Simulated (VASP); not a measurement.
# Ti2Al6CO in VASP: single point with PBE

Aim: the single point of Ti2Al6CO with PBE.

Program: VASP 6.6.1. These are calculated values, not measurements. Logs are shortened: lines on timing, memory, paths and dates and some standing lists are left out, and cuts for length are marked.

## Step 1: The cell of the first run

The cell holds a slab with vacuum, 10 atoms: a = 5.097 Å, b = 5.097 Å, c = 22.136 Å, α = 90.00°, β = 90.00°, γ = 64.48°.

## Step 2: Single point, PBE

INCAR

```
  PREC = Accurate
  ENCUT = 1000
  EDIFF = 1E-6
  ISMEAR = 0
  SIGMA = 0.1
  LREAL = False
  LASPH = True
  NELM = 120
  ALGO = Normal
  ISIF = 2
  LWAVE = False
  LCHARG = False
  LDIPOL = True
  IDIPOL = 3
  DIPOL = 0.5 0.5 0.322
  GGA = PE
  NBANDS = 37
  GGA_COMPAT = False
  NELMDL = -8
```

KPOINTS

```
Automatic mesh
0
Gamma
  6 6 1
```

POSCAR

```
Ti2Al6CO
1.0
    5.0969736982      0.0000000000      0.0000000000
    2.1961599276      4.5995676375      0.0000000000
    0.0000000000      0.0000000000     22.1361793001
Al Ti C O
6 2 1 1
Direct
    0.5000000000      0.0000000000      0.1806996567
    0.0000000000      0.5000000000      0.1806996567
    0.0000000000      0.0000000000      0.2421138092
    0.0000000000      0.5000000000      0.3076271391
    0.5000000000      0.0000000000      0.3076271391
    0.5000000000      0.5000000000      0.3675512016
    0.5000000000      0.5000000000      0.2421138092
    0.0000000000      0.0000000000      0.3646643612
    0.0000000000      0.0000000000      0.4895234698
    0.0000000000      0.0000000000      0.5419263703
```

Potentials or basis: VASP PAW PBE potentials, release 64 (Al, Ti_sv, C_h, O_h).

On the command line:

```sh
cat potpaw_PBE.64/Al/POTCAR potpaw_PBE.64/Ti_sv/POTCAR potpaw_PBE.64/C_h/POTCAR potpaw_PBE.64/O_h/POTCAR > POTCAR
mpirun -np 1 vasp_std > vasp.out
```

OUTCAR:

```text
PREC = Accurate
   ENCUT = 1000
   EDIFF = 1E-6
   ISMEAR = 0
   LREAL = False
   LASPH = True
   NELM = 120
   ISIF = 2
   GGA = PE
   NELMDL = -8

 ion  position               nearest neighbor table
   1  0.500  0.000  0.181-   2 2.72   2 2.72   5 2.81   7 2.89   7 2.89   3 2.89   3 2.89
   2  0.000  0.500  0.181-   1 2.72   1 2.72   4 2.81   3 2.89   3 2.89   7 2.89   7 2.89
   3  0.000  0.000  0.242-   8 2.71   7 2.72   7 2.72   2 2.89   2 2.89   1 2.89   1 2.89   4 2.93
                             4 2.93   5 2.93   5 2.93
   4  0.000  0.500  0.308-   5 2.72   5 2.72   2 2.81   8 2.84   8 2.84   6 2.87   6 2.87   3 2.93
                             3 2.93   7 2.93   7 2.93
   5  0.500  0.000  0.308-   4 2.72   4 2.72   1 2.81   8 2.84   8 2.84   6 2.87   6 2.87   7 2.93
                             7 2.93   3 2.93   3 2.93
   6  0.500  0.500  0.368-   8 2.72   8 2.72   7 2.78   5 2.87   5 2.87   4 2.87   4 2.87
   7  0.500  0.500  0.242-   3 2.72   3 2.72   6 2.78   1 2.89   1 2.89   2 2.89   2 2.89   5 2.93
                             5 2.93   4 2.93   4 2.93
   8  0.000  0.000  0.365-   3 2.71   6 2.72   6 2.72   4 2.84   4 2.84   5 2.84   5 2.84
   9  0.000  0.000  0.490-  10 1.16
  10  0.000  0.000  0.542-   9 1.16

  LATTYP: Found a base centered orthorhombic cell.
 ALAT       =     5.4378987655
 B/A-ratio  =     1.5856128664
 C/A-ratio  =     4.0707229492

  Lattice vectors:

 A1 = (  -2.1961599276,  -4.5995676375,   0.0000000000)
 A2 = (   5.0969736982,   0.0000000000,   0.0000000000)
 A3 = (   0.0000000000,   0.0000000000,  22.1361793001)

Analysis of symmetry for initial positions (statically):
=====================================================================
 Subroutine PRICEL returns:
 Original cell was already a primitive cell.

 Routine SETGRP: Setting up the symmetry group for a
 base centered orthorhombic supercell.

 Subroutine GETGRP returns: Found  4 space group operations
 (whereof  4 operations were pure point group operations)
 out of a pool of  8 trial point group operations.

The static configuration has the point symmetry C_2v.

Analysis of symmetry for dynamics (positions and initial velocities):
=====================================================================
 Subroutine PRICEL returns:
 Original cell was already a primitive cell.

 Routine SETGRP: Setting up the symmetry group for a
 base centered orthorhombic supercell.

 Subroutine GETGRP returns: Found  4 space group operations
 (whereof  4 operations were pure point group operations)
 out of a pool of  8 trial point group operations.

The dynamic configuration has the point symmetry C_2v.

 Subroutine INISYM returns: Found  4 space group operations
 (whereof  4 operations are pure point group operations),
 and found     1 'primitive' translations

----------------------------------------------------------------------------------------

                                     Primitive cell

  volume of cell :     518.9578

  direct lattice vectors                    reciprocal lattice vectors
     5.096973698  0.000000000  0.000000000     0.196194852 -0.093677342  0.000000000
     2.196159928  4.599567637  0.000000000     0.000000000  0.217411739  0.000000000
     0.000000000  0.000000000 22.136179300     0.000000000  0.000000000  0.045174914

  length of vectors
     5.096973698  5.096973698 22.136179300     0.217411739  0.217411739  0.045174914

  position of ions in fractional coordinates (direct lattice)
     0.500000000  0.000000000  0.180699657
     0.000000000  0.500000000  0.180699657
     0.000000000  0.000000000  0.242113809
     0.000000000  0.500000000  0.307627139
     0.500000000  0.000000000  0.307627139
     0.500000000  0.500000000  0.367551202
     0.500000000  0.500000000  0.242113809
     0.000000000  0.000000000  0.364664361
     0.000000000  0.000000000  0.489523470
     0.000000000  0.000000000  0.541926370

  ion indices of the primitive-cell ions
   primitive index   ion index
                 1           1
                 2           2
                 3           3
                 4           4
                 5           5
                 6           6
                 7           7
                 8           8
                 9           9
                10          10

----------------------------------------------------------------------------------------

 KPOINTS: Automatic mesh

Automatic generation of k-mesh.
 Grid dimensions read from file:
 generate k-points for:    6    6    1

 Generating k-lattice:

  Cartesian coordinates                     Fractional coordinates (reciprocal lattice)
     0.032699142 -0.015612890  0.000000000     0.166666667  0.000000000  0.000000000
     0.000000000  0.036235290  0.000000000     0.000000000  0.166666667  0.000000000
     0.000000000  0.000000000  0.045174914     0.000000000  0.000000000  1.000000000

  Length of vectors
     0.036235290  0.036235290  0.045174914

  Shift w.r.t. Gamma in fractional coordinates (k-lattice)
     0.000000000  0.000000000  0.000000000

 Subroutine IBZKPT returns following result:
 ===========================================

 Found     13 irreducible k-points:

 Following reciprocal coordinates:
            Coordinates               Weight
  0.000000  0.000000  0.000000      1.000000
  0.166667  0.000000  0.000000      4.000000
  0.333333 -0.000000  0.000000      4.000000
  0.500000  0.000000  0.000000      2.000000
  0.166667  0.166667  0.000000      2.000000
  0.333333  0.166667  0.000000      4.000000
  0.500000  0.166667  0.000000      4.000000
 -0.333333  0.166667  0.000000      4.000000
 -0.166667  0.166667  0.000000      2.000000
  0.333333  0.333333  0.000000      2.000000
  0.500000  0.333333  0.000000      4.000000
 -0.333333  0.333333  0.000000      2.000000
  0.500000  0.500000  0.000000      1.000000
   k-points           NKPTS =     13   k-points in BZ     NKDIM =     13   number of bands    NBANDS=     37
   number of dos      NEDOS =    301   number of ions     NIONS =     10
   total plane-waves  NPLWV = 699840
   dimension x,y,z NGX =    54 NGY =   54 NGZ =  240
   dimension x,y,z NGXF=   108 NGYF=  108 NGZF=  480
   ions per type =               6   2   1   1
   NGX,Y,Z   is equivalent  to a cutoff of  17.61, 17.61, 18.02 a.u.
   NGXF,Y,Z  is equivalent  to a cutoff of  35.23, 35.23, 36.05 a.u.
 SYSTEM =  unknown system
   PREC   = accura    normal or accurate (medium, high low for compatibility)
   ISTART =      0    job   : 0-new  1-cont  2-samecut
   ICHARG =      2    charge: 1-file 2-atom 10-const
   ISPIN  =      1    spin polarized calculation?
   LNONCOLLINEAR =      F non collinear calculations
   LSORBIT =      F    spin-orbit coupling
   LASPH  =      T    aspherical Exc in radial PAW
   ENCUT  = 1000.0 eV  73.50 Ry    8.57 a.u.  13.14 13.14 57.08*2*pi/ulx,y,z
   NELM   =    120;   NELMIN=  2; NELMDL= -8     # of ELM steps
   EDIFF  = 0.1E-05   stopping-criterion for ELM
   LREAL  =      F    real-space projection
   EDIFFG = 0.1E-04   stopping-criterion for IOM
   NSW    =      0    number of steps for IOM
   IBRION =     -1    ionic relax: 0-MD 1-quasi-New 2-CG
   NFREE  =      0    steps in history (QN), initial steepest desc. (CG)
   ISIF   =      2    stress and relaxation
   ISYM   =      2    0-nonsym 1-usesym 2-fastsym
   POTIM  = 0.5000    time-step for ionic-motion
   TEBEG  =    0.0;   TEEND  =   0.0 temperature during run
   PSTRESS=    0.0 pullay stress
   NELECT =      52.0000    total number of electrons
   NUPDOWN=      -1.0000    fix difference up-down
   EMIN   =  10.00;   EMAX   =-10.00  energy-range for DOS
   EFERMI =   0.00;   METHOD = LEGACY
   ISMEAR =     0;   SIGMA  =   0.10  broadening in eV -4-tet -1-fermi 0-gaus
   EFERMI_NEDOS =   21; number of points for ismear=-14 and -15
   IALGO  =     38    algorithm
   IMIX   =      4    mixing-type and parameters
     AMIX     =   0.40;   BMIX     =  1.00
     AMIX_MAG =   1.60;   BMIX_MAG =  1.00
  volume/ion in A,a.u.               =      51.90       350.21
  Fermi-wavevector in a.u.,A,eV,Ry     =   0.760382  1.436914  7.866631  0.578181
  Thomas-Fermi vector in A             =   1.859387
   LORBIT       =      0    0 simple, 1 ext, 2 COOP (PROOUT), +10 PAW based schemes
   GGA     = PE    functional components
   LHFCALC =     F    Hartree Fock is set to
   AEXX    =    0.0000 exact exchange contribution
   IVDW    =     0    specifies the selected vdW correction
   LEPSILON=     F    determine dielectric tensor
   LRPA    =     F    only Hartree local field effects (RPA)
 non-spin polarized calculation
 Gauss-broadening in eV      SIGMA  =   0.10
  energy-cutoff  :     1000.00
  volume of cell :      518.96
 maximum number of plane-waves:     37330
 NGX is ok and might be reduce to    54
   NGX = 27   NGY = 27   NGZ =115

 dipolmoment           0.000000      0.000000     -0.002705 electrons x Angstroem

 number of electron      52.0000000 magnetization

 dipolmoment           0.000000      0.000000      0.004312 electrons x Angstroem

 Free energy of the ion-electron system (eV)
  ---------------------------------------------------
  ext. energy  EPLUGINS =         0.00000000
  ---------------------------------------------------
  free energy    TOTEN  =       -51.56715019 eV

  energy without entropy =      -51.52596530  energy(sigma->0) =      -51.54655774

 E-fermi :  -0.7411     XC(G=0):  -4.1736

 val. band max:       -0.7584102639   @ k =   0.5000   0.1667   0.0000
 cond. band min:      -0.7402010764   @ k =   0.3333   0.3333   0.0000
 fundamental gap:      0.0182091876
 Fermi energy:        -0.7411082694

 k-point     1 :       0.0000    0.0000    0.0000
  band No.  band energies     occupation
      1     -57.7356      2.00000
      2     -57.3963      2.00000
      3     -34.1104      2.00000
      4     -34.0379      2.00000
      5     -33.8687      2.00000
      6     -33.7647      2.00000
[... 29 lines left out ...]
     36       1.6396      0.00000
     37       1.7633      0.00000
[... 478 lines left out ...]
     36       1.6493      0.00000
     37       2.5073      0.00000

------------------------ aborting loop because EDIFF is reached ----------------------------------------

 vacuum level on the upper side and lower side of the slab       (xc-potential included)        -0.119        -0.149

  FORCE on cell =-STRESS in cart. coord.  units (eV):
  Direction    XX          YY          ZZ          XY          YZ          ZX
  --------------------------------------------------------------------------------------
  -------------------------------------------------------------------------------------
  Total       -5.0538904     -4.1689009     -6.8471856     -0.9267470      0.0000000      0.0000000
  in kB      -15.6028646    -12.8706384    -21.1393007     -2.8611439      0.0000000      0.0000000
  external PRESSURE =     -16.5376012 kB  Pullay stress =       0.0000000 kB

 VOLUME and BASIS-vectors are now :
 -----------------------------------------------------------------------------
  energy-cutoff  :     1000.00
  volume of cell :      518.96
      direct lattice vectors                 reciprocal lattice vectors
     5.096973698  0.000000000  0.000000000     0.196194852 -0.093677342  0.000000000
     2.196159928  4.599567637  0.000000000     0.000000000  0.217411739  0.000000000
     0.000000000  0.000000000 22.136179300     0.000000000  0.000000000  0.045174914

 POSITION                                       TOTAL-FORCE (eV/Angst)
 -----------------------------------------------------------------------------------
      2.54849      0.00000      4.00000        -0.000000      0.000000      0.588597
      1.09808      2.29978      4.00000        -0.000000      0.000000      0.588597
      0.00000      0.00000      5.35947        -0.000000      0.000000     -0.725684
      1.09808      2.29978      6.80969         0.000000      0.000000     -0.022458
      2.54849      0.00000      6.80969        -0.000000      0.000000     -0.022458
      3.64657      2.29978      8.13618        -0.000000      0.000000      0.081694
      3.64657      2.29978      5.35947        -0.000000      0.000000     -0.509067
      0.00000      0.00000      8.07228         0.000000      0.000000      1.136321
      0.00000      0.00000     10.83618        -0.000000      0.000000      0.926575
      0.00000      0.00000     11.99618         0.000000      0.000000     -2.042118
 -----------------------------------------------------------------------------------
    total drift:                               -0.000000     -0.000000     -0.000103

  FREE ENERGIE OF THE ION-ELECTRON SYSTEM (eV)
  ---------------------------------------------------
  free  energy   TOTEN  =       -51.5671501909 eV

  energy  without entropy=      -51.5259652983  energy(sigma->0) =      -51.54655774

 vacuum level on the upper side and lower side of the slab         3.415         3.381
```

It took 51 min on 1 thread of Intel Xeon Platinum 8375C at 2.90GHz (Ice Lake), shared host; peak memory 1.7 GiB.

What came out:

| Item | Value |
| --- | --- |
| Free energy | -51.5672 eV |
| Largest force | 2.042 eV/Å |
| Band gap on the k mesh | zero (bands 26 and 27 overlap by 0.27 eV) |

Forces in eV/Å, atoms in the order of the input:
```
Al   0.000  0.000  0.589
Al   0.000  0.000  0.589
Al   0.000  0.000 -0.726
Al   0.000  0.000 -0.022
Al   0.000  0.000 -0.022
Al   0.000  0.000  0.082
Ti   0.000  0.000 -0.509
Ti   0.000  0.000  1.136
C    0.000  0.000  0.927
O    0.000  0.000 -2.042
```

Levels at points of the mesh, in eV from the Fermi level:
```
           k point  band 23  band 24  band 25  band 26  band 27  band 28  band 29  band 30
(0.00, 0.00, 0.00)    -1.09    -1.06    -0.69    -0.41    -0.15     0.40     0.61     1.19
(0.50, 0.00, 0.00)    -0.67    -0.60    -0.22    -0.07     0.26     0.58     0.80     1.06
(0.50, 0.50, 0.00)    -0.73    -0.35    -0.03     0.08     0.22     0.54     0.66     0.81
```
